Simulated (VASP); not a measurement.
# Li26CdH27 (a cell with a defect) in VASP: single point with PBE

Aim: the single point of Li26CdH27 (a cell with a defect) with PBE.

Everything below comes from runs of VASP 6.6.1. Logs are shortened: lines on timing, memory, paths and dates and some standing lists are left out, and cuts for length are marked.

**1. The cell of the first run**

The cell holds a defect, 54 atoms: a = 8.522 Å, b = 8.522 Å, c = 8.522 Å, α = 60.00°, β = 60.00°, γ = 60.00°.

**2. Single point, PBE**

The input, INCAR:

```
SYSTEM = Li26CdH27
ALGO = Normal
EDIFF = 1E-6
ENCUT = 520
GGA = PE
ISIF = 2
ISMEAR = -1
LASPH = .TRUE.
LCHARG = .TRUE.
LELF = .TRUE.
LREAL = Auto
LVHAR = .TRUE.
LWAVE = .FALSE.
NBANDS = 92
NELECT = 116.0
NELM = 100
PREC = Accurate
SIGMA = 0.01
```

The input, KPOINTS:

```
k-points
0
G
  3 3 3
  0 0 0
```

The input, POSCAR:

```
Li26CdH27
1.0
    0.0000000000      6.0258581757      6.0258581757
    6.0258581757      0.0000000000      6.0258581757
    6.0258581757      6.0258581757      0.0000000000
Cd Li H
1 26 27
Direct
    0.0000000000      0.0000000000      0.0000000000
    0.0000000000      0.0000000000      0.3413888696
    0.0000000000      0.0000000000      0.6586111304
    0.0000000000      0.3413888696      0.0000000000
   -0.0002898572      0.3334299524      0.3334299524
    0.0000000000      0.3413888696      0.6586111304
    0.0000000000      0.6586111304      0.0000000000
    0.0000000000      0.6586111304      0.3413888696
    0.0002898572      0.6665700476      0.6665700476
    0.3413888696      0.0000000000      0.0000000000
    0.3334299524     -0.0002898572      0.3334299524
    0.3413888696      0.0000000000      0.6586111304
    0.3334299524      0.3334299524     -0.0002898572
    0.3334299524      0.3334299524      0.3334299524
    0.3362697620      0.3362697620      0.6637302380
    0.3413888696      0.6586111304      0.0000000000
    0.3362697620      0.6637302380      0.3362697620
    0.3362697620      0.6637302380      0.6637302380
    0.6586111304      0.0000000000      0.0000000000
    0.6586111304      0.0000000000      0.3413888696
    0.6665700476      0.0002898572      0.6665700476
    0.6586111304      0.3413888696      0.0000000000
    0.6637302380      0.3362697620      0.3362697620
    0.6637302380      0.3362697620      0.6637302380
    0.6665700476      0.6665700476      0.0002898572
    0.6637302380      0.6637302380      0.3362697620
    0.6665700476      0.6665700476      0.6665700476
    0.1658039501      0.1658039501      0.1658039501
    0.1658039501      0.1658039501      0.5025881497
    0.1683256896      0.1683256896      0.8316743104
    0.1658039501      0.5025881497      0.1658039501
    0.1673832911      0.5000000000      0.5000000000
    0.1673832911      0.5000000000      0.8326167089
    0.1683256896      0.8316743104      0.1683256896
    0.1673832911      0.8326167089      0.5000000000
    0.1683256896      0.8316743104      0.8316743104
    0.5025881497      0.1658039501      0.1658039501
    0.5000000000      0.1673832911      0.5000000000
    0.5000000000      0.1673832911      0.8326167089
    0.5000000000      0.5000000000      0.1673832911
    0.5000000000      0.5000000000      0.5000000000
    0.5000000000      0.5000000000      0.8326167089
    0.5000000000      0.8326167089      0.1673832911
    0.5000000000      0.8326167089      0.5000000000
    0.4974118503      0.8341960499      0.8341960499
    0.8316743104      0.1683256896      0.1683256896
    0.8326167089      0.1673832911      0.5000000000
    0.8316743104      0.1683256896      0.8316743104
    0.8326167089      0.5000000000      0.1673832911
    0.8326167089      0.5000000000      0.5000000000
    0.8341960499      0.4974118503      0.8341960499
    0.8316743104      0.8316743104      0.1683256896
    0.8341960499      0.8341960499      0.4974118503
    0.8341960499      0.8341960499      0.8341960499
```

Potentials or basis: VASP PAW PBE potentials, release 64 (Cd, Li_sv, H).

On the command line:

```sh
> cat potpaw_PBE.64/Cd/POTCAR potpaw_PBE.64/Li_sv/POTCAR potpaw_PBE.64/H/POTCAR > POTCAR
> mpirun -np 1 vasp_std > vasp.out
```

OUTCAR:

```text
SYSTEM = Li26CdH27
   EDIFF = 1E-6
   ENCUT = 520
   GGA = PE
   ISIF = 2
   ISMEAR = -1
   LASPH = .TRUE.
   LREAL = Auto
   NELECT = 116.0
   NELM = 100
   PREC = Accurate

 ion  position               nearest neighbor table
   1  0.000  0.000  0.000-  30 2.03  34 2.03  36 2.03  46 2.03  48 2.03  52 2.03  10 2.91  12 2.91
                            16 2.91  19 2.91  20 2.91  22 2.91   2 2.91   3 2.91   4 2.91   6 2.91
   2  0.000  0.000  0.341-   1 2.91
   3  0.000  0.000  0.659-   1 2.91
   4  0.000  0.341  0.000-   1 2.91
   5  1.000  0.333  0.333-
   6  0.000  0.341  0.659-   1 2.91
   7  0.000  0.659  0.000-   1 2.91
   8  0.000  0.659  0.341-   1 2.91
   9  0.000  0.667  0.667-
  10  0.341  0.000  0.000-   1 2.91
  11  0.333  1.000  0.333-
  12  0.341  0.000  0.659-   1 2.91
  13  0.333  0.333  1.000-
  14  0.333  0.333  0.333-
  15  0.336  0.336  0.664-
  16  0.341  0.659  0.000-   1 2.91
  17  0.336  0.664  0.336-
  18  0.336  0.664  0.664-
  19  0.659  0.000  0.000-   1 2.91
  20  0.659  0.000  0.341-   1 2.91
  21  0.667  0.000  0.667-
  22  0.659  0.341  0.000-   1 2.91
  23  0.664  0.336  0.336-
  24  0.664  0.336  0.664-
  25  0.667  0.667  0.000-
  26  0.664  0.664  0.336-
  27  0.667  0.667  0.667-
  28  0.166  0.166  0.166-
  29  0.166  0.166  0.503-
  30  0.168  0.168  0.832-   1 2.03
  31  0.166  0.503  0.166-
  32  0.167  0.500  0.500-
  33  0.167  0.500  0.833-
  34  0.168  0.832  0.168-   1 2.03
  35  0.167  0.833  0.500-
  36  0.168  0.832  0.832-   1 2.03
  37  0.503  0.166  0.166-
  38  0.500  0.167  0.500-
  39  0.500  0.167  0.833-
  40  0.500  0.500  0.167-
  41  0.500  0.500  0.500-
  42  0.500  0.500  0.833-
  43  0.500  0.833  0.167-
  44  0.500  0.833  0.500-
  45  0.497  0.834  0.834-
  46  0.832  0.168  0.168-   1 2.03
  47  0.833  0.167  0.500-
  48  0.832  0.168  0.832-   1 2.03
  49  0.833  0.500  0.167-
  50  0.833  0.500  0.500-
  51  0.834  0.497  0.834-
  52  0.832  0.832  0.168-   1 2.03
  53  0.834  0.834  0.497-
  54  0.834  0.834  0.834-

  LATTYP: Found a face centered cubic cell.
 ALAT       =    12.0517163514

  Lattice vectors:

 A1 = (   0.0000000000,   6.0258581757,   6.0258581757)
 A2 = (   6.0258581757,   0.0000000000,   6.0258581757)
 A3 = (   6.0258581757,   6.0258581757,   0.0000000000)

Analysis of symmetry for initial positions (statically):
=====================================================================
 Subroutine PRICEL returns:
 Original cell was already a primitive cell.

 Routine SETGRP: Setting up the symmetry group for a
 face centered cubic supercell.

 Subroutine GETGRP returns: Found 48 space group operations
 (whereof 48 operations were pure point group operations)
 out of a pool of 48 trial point group operations.

The static configuration has the point symmetry O_h .

Analysis of symmetry for dynamics (positions and initial velocities):
=====================================================================
 Subroutine PRICEL returns:
 Original cell was already a primitive cell.

 Routine SETGRP: Setting up the symmetry group for a
 face centered cubic supercell.

 Subroutine GETGRP returns: Found 48 space group operations
 (whereof 48 operations were pure point group operations)
 out of a pool of 48 trial point group operations.

The dynamic configuration has the point symmetry O_h .

 Subroutine INISYM returns: Found 48 space group operations
 (whereof 48 operations are pure point group operations),
 and found     1 'primitive' translations

----------------------------------------------------------------------------------------

                                     Primitive cell

  volume of cell :     437.6095

  direct lattice vectors                    reciprocal lattice vectors
     0.000000000  6.025858176  6.025858176    -0.082975733  0.082975733  0.082975733
     6.025858176  0.000000000  6.025858176     0.082975733 -0.082975733  0.082975733
     6.025858176  6.025858176  0.000000000     0.082975733  0.082975733 -0.082975733

  length of vectors
     8.521850357  8.521850357  8.521850357     0.143718186  0.143718186  0.143718186

  position of ions in fractional coordinates (direct lattice)
     0.000000000  0.000000000  0.000000000
     0.000000000  0.000000000  0.341388870
     0.000000000  0.000000000  0.658611130
     0.000000000  0.341388870  0.000000000
     0.999710143  0.333429952  0.333429952
     0.000000000  0.341388870  0.658611130
[... 46 lines left out ...]
     0.834196050  0.834196050  0.497411850
     0.834196050  0.834196050  0.834196050

  ion indices of the primitive-cell ions
   primitive index   ion index
                 1           1
                 2           2
                 3           3
                 4           4
                 5           5
                 6           6
[... 46 lines left out ...]
                53          53
                54          54

----------------------------------------------------------------------------------------

 KPOINTS: k-points

Automatic generation of k-mesh.
 Grid dimensions read from file:
 generate k-points for:    3    3    3

 Generating k-lattice:

  Cartesian coordinates                     Fractional coordinates (reciprocal lattice)
    -0.027658578  0.027658578  0.027658578     0.333333333  0.000000000  0.000000000
     0.027658578 -0.027658578  0.027658578     0.000000000  0.333333333  0.000000000
     0.027658578  0.027658578 -0.027658578     0.000000000  0.000000000  0.333333333

  Length of vectors
     0.047906062  0.047906062  0.047906062

  Shift w.r.t. Gamma in fractional coordinates (k-lattice)
     0.000000000  0.000000000  0.000000000

 Subroutine IBZKPT returns following result:
 ===========================================

 Found      4 irreducible k-points:

 Following reciprocal coordinates:
            Coordinates               Weight
  0.000000  0.000000  0.000000      1.000000
  0.333333  0.000000  0.000000      8.000000
  0.333333  0.333333  0.000000      6.000000
 -0.333333  0.333333  0.000000     12.000000
   k-points           NKPTS =      4   k-points in BZ     NKDIM =      4   number of bands    NBANDS=     92
   number of dos      NEDOS =    301   number of ions     NIONS =     54
   total plane-waves  NPLWV = 262144
   dimension x,y,z NGX =    64 NGY =   64 NGZ =   64
   dimension x,y,z NGXF=   128 NGYF=  128 NGZF=  128
   ions per type =               1  26  27
   NGX,Y,Z   is equivalent  to a cutoff of  12.49, 12.49, 12.49 a.u.
   NGXF,Y,Z  is equivalent  to a cutoff of  24.97, 24.97, 24.97 a.u.
 SYSTEM =  Li26CdH27
   PREC   = accura    normal or accurate (medium, high low for compatibility)
   ISTART =      0    job   : 0-new  1-cont  2-samecut
   ICHARG =      2    charge: 1-file 2-atom 10-const
   ISPIN  =      1    spin polarized calculation?
   LNONCOLLINEAR =      F non collinear calculations
   LSORBIT =      F    spin-orbit coupling
   LASPH  =      T    aspherical Exc in radial PAW
   ENCUT  =  520.0 eV  38.22 Ry    6.18 a.u.  15.84 15.84 15.84*2*pi/ulx,y,z
   NELM   =    100;   NELMIN=  2; NELMDL= -5     # of ELM steps
   EDIFF  = 0.1E-05   stopping-criterion for ELM
   LREAL  =      T    real-space projection
   EDIFFG = 0.1E-04   stopping-criterion for IOM
   NSW    =      0    number of steps for IOM
   IBRION =     -1    ionic relax: 0-MD 1-quasi-New 2-CG
   NFREE  =      0    steps in history (QN), initial steepest desc. (CG)
   ISIF   =      2    stress and relaxation
   ISYM   =      2    0-nonsym 1-usesym 2-fastsym
   POTIM  = 0.5000    time-step for ionic-motion
   TEBEG  =    0.0;   TEEND  =   0.0 temperature during run
   PSTRESS=    0.0 pullay stress
   NELECT =     116.0000    total number of electrons
   NUPDOWN=      -1.0000    fix difference up-down
   EMIN   =  10.00;   EMAX   =-10.00  energy-range for DOS
   EFERMI =   0.00;   METHOD = LEGACY
   ISMEAR =    -1;   SIGMA  =   0.01  broadening in eV -4-tet -1-fermi 0-gaus
   EFERMI_NEDOS =   21; number of points for ismear=-14 and -15
   IALGO  =     38    algorithm
   IMIX   =      4    mixing-type and parameters
     AMIX     =   0.40;   BMIX     =  1.00
     AMIX_MAG =   1.60;   BMIX_MAG =  1.00
  volume/ion in A,a.u.               =       8.10        54.69
  Fermi-wavevector in a.u.,A,eV,Ry     =   1.051636  1.987303 15.047191  1.105937
  Thomas-Fermi vector in A             =   2.186686
   LORBIT       =      0    0 simple, 1 ext, 2 COOP (PROOUT), +10 PAW based schemes
   GGA     = PE    functional components
[... 5 lines left out ...]
 non-spin polarized calculation
  energy-cutoff  :      520.00
  volume of cell :      437.61
 maximum number of plane-waves:     11806
   NGX = 31   NGY = 31   NGZ = 31

 number of electron     116.0000011 magnetization

 Free energy of the ion-electron system (eV)
  ---------------------------------------------------
  ext. energy  EPLUGINS =         0.00000000
  ---------------------------------------------------
  free energy    TOTEN  =      -164.35976509 eV

  energy without entropy =     -164.35976509  energy(sigma->0) =     -164.35976509

 E-fermi :   0.5584     XC(G=0):  -8.6347

 val. band max:        0.2095651629   @ k =  -0.3333   0.3333   0.0000
 cond. band min:       3.3467610217   @ k =  -0.3333   0.3333   0.0000
 fundamental gap:      3.1371958588
 Fermi energy:         0.5584469309

 k-point     1 :       0.0000    0.0000    0.0000
  band No.  band energies     occupation
      1     -44.0711      2.00000
      2     -44.0559      2.00000
      3     -44.0559      2.00000
      4     -44.0559      2.00000
      5     -44.0498      2.00000
      6     -44.0498      2.00000
[... 62 lines left out ...]
     69       5.2904      0.00000
     70       5.2904      0.00000

 k-point     2 :       0.3333    0.0000    0.0000
  band No.  band energies     occupation
      1     -44.0682      2.00000
      2     -44.0609      2.00000
      3     -44.0558      2.00000
      4     -44.0558      2.00000
      5     -44.0529      2.00000
      6     -44.0529      2.00000
[... 62 lines left out ...]
     69       5.5596      0.00000
     70       5.6699      0.00000

 k-point     3 :       0.3333    0.3333    0.0000
  band No.  band energies     occupation
      1     -44.0673      2.00000
      2     -44.0582      2.00000
      3     -44.0582      2.00000
      4     -44.0582      2.00000
      5     -44.0560      2.00000
      6     -44.0494      2.00000
[... 62 lines left out ...]
     69       6.0100      0.00000
     70       6.0100      0.00000

 k-point     4 :      -0.3333    0.3333    0.0000
  band No.  band energies     occupation
      1     -44.0643      2.00000
      2     -44.0621      2.00000
      3     -44.0605      2.00000
      4     -44.0574      2.00000
      5     -44.0532      2.00000
      6     -44.0516      2.00000
[... 62 lines left out ...]
     69       5.6027      0.00000
     70       5.6897      0.00000
 [bands above 70 left out]

------------------------ aborting loop because EDIFF is reached ----------------------------------------

  FORCE on cell =-STRESS in cart. coord.  units (eV):
  Direction    XX          YY          ZZ          XY          YZ          ZX
  --------------------------------------------------------------------------------------
  -------------------------------------------------------------------------------------
  Total       -2.8213100     -2.8213100     -2.8213100     -0.0000000      0.0000000      0.0000000
  in kB      -10.3293899    -10.3293899    -10.3293899     -0.0000000      0.0000000      0.0000000
  external PRESSURE =     -10.3293899 kB  Pullay stress =       0.0000000 kB

 VOLUME and BASIS-vectors are now :
 -----------------------------------------------------------------------------
  energy-cutoff  :      520.00
  volume of cell :      437.61
      direct lattice vectors                 reciprocal lattice vectors
     0.000000000  6.025858176  6.025858176    -0.082975733  0.082975733  0.082975733
     6.025858176  0.000000000  6.025858176     0.082975733 -0.082975733  0.082975733
     6.025858176  6.025858176  0.000000000     0.082975733  0.082975733 -0.082975733

 POSITION                                       TOTAL-FORCE (eV/Angst)
 -----------------------------------------------------------------------------------
      0.00000      0.00000      0.00000         0.000000      0.000000      0.000000
      2.05716      2.05716      0.00000        -0.001290     -0.001290      0.000000
      3.96870      3.96870      0.00000         0.001290      0.001290      0.000000
      2.05716      0.00000      2.05716        -0.001290      0.000000     -0.001290
      4.01840      8.03331      8.03331         0.003471     -0.003471     -0.003471
      6.02586      3.96870      2.05716         0.000000      0.001290     -0.001290
[... 46 lines left out ...]
      8.02408      8.02408     10.05349         0.001643      0.001643     -0.001643
     10.05349     10.05349     10.05349        -0.001643     -0.001643     -0.001643
 -----------------------------------------------------------------------------------
    total drift:                                0.000000      0.000000      0.000000

  FREE ENERGIE OF THE ION-ELECTRON SYSTEM (eV)
  ---------------------------------------------------
  free  energy   TOTEN  =      -164.3597650866 eV

  energy  without entropy=     -164.3597650866  energy(sigma->0) =     -164.35976509
```

Run time: 4.2 min. Hardware: 1 thread of Intel Xeon Platinum 8488C (Sapphire Rapids), shared host; peak memory 0.59 GiB.

What came out:

| Quantity | Value |
| --- | --- |
| Free energy | -164.3598 eV |
| Largest force | 0.018 eV/Å |

Forces on the atoms (eV/Å):
```
Cd   0.000  0.000  0.000
Li  -0.001 -0.001  0.000
Li   0.001  0.001  0.000
Li  -0.001  0.000 -0.001
Li   0.003 -0.003 -0.003
Li   0.000  0.001 -0.001
Li   0.001  0.000  0.001
Li   0.000 -0.001  0.001
Li  -0.003  0.003  0.003
Li   0.000 -0.001 -0.001
Li  -0.003  0.003 -0.003
Li   0.001  0.000 -0.001
Li  -0.003 -0.003  0.003
Li   0.003  0.003  0.003
Li   0.000  0.000 -0.001
Li   0.001 -0.001  0.000
Li   0.000 -0.001  0.000
Li   0.001  0.000  0.000
Li   0.000  0.001  0.001
Li  -0.001  0.000  0.001
Li   0.003 -0.003  0.003
Li  -0.001  0.001  0.000
Li  -0.001  0.000  0.000
Li   0.000  0.001  0.000
Li   0.003  0.003 -0.003
Li   0.000  0.000  0.001
Li  -0.003 -0.003 -0.003
H    0.002  0.002  0.002
H   -0.002 -0.002  0.002
H    0.000  0.000  0.018
H   -0.002  0.002 -0.002
H    0.000  0.001  0.001
H   -0.001  0.000  0.001
H    0.000  0.018  0.000
H   -0.001  0.001  0.000
H   -0.018  0.000  0.000
H    0.002 -0.002 -0.002
H    0.001  0.000  0.001
H    0.000 -0.001  0.001
H    0.001  0.001  0.000
H    0.000  0.000  0.000
H   -0.001 -0.001  0.000
H    0.000  0.001 -0.001
H   -0.001  0.000 -0.001
H   -0.002  0.002  0.002
H    0.018  0.000  0.000
H    0.001 -0.001  0.000
H    0.000 -0.018  0.000
H    0.001  0.000 -0.001
H    0.000 -0.001 -0.001
H    0.002 -0.002  0.002
H    0.000  0.000 -0.018
H    0.002  0.002 -0.002
H   -0.002 -0.002 -0.002
```

Caveat: the cell carries a net charge on a neutralising background, which shifts energy and pressure; the cell is charged against a uniform background, so pressure and absolute levels hang on convention; the cutoff is under 1.25 times the usual one of these potentials, so pressure, stress and relaxed cells hold a basis-set (Pulay) error.
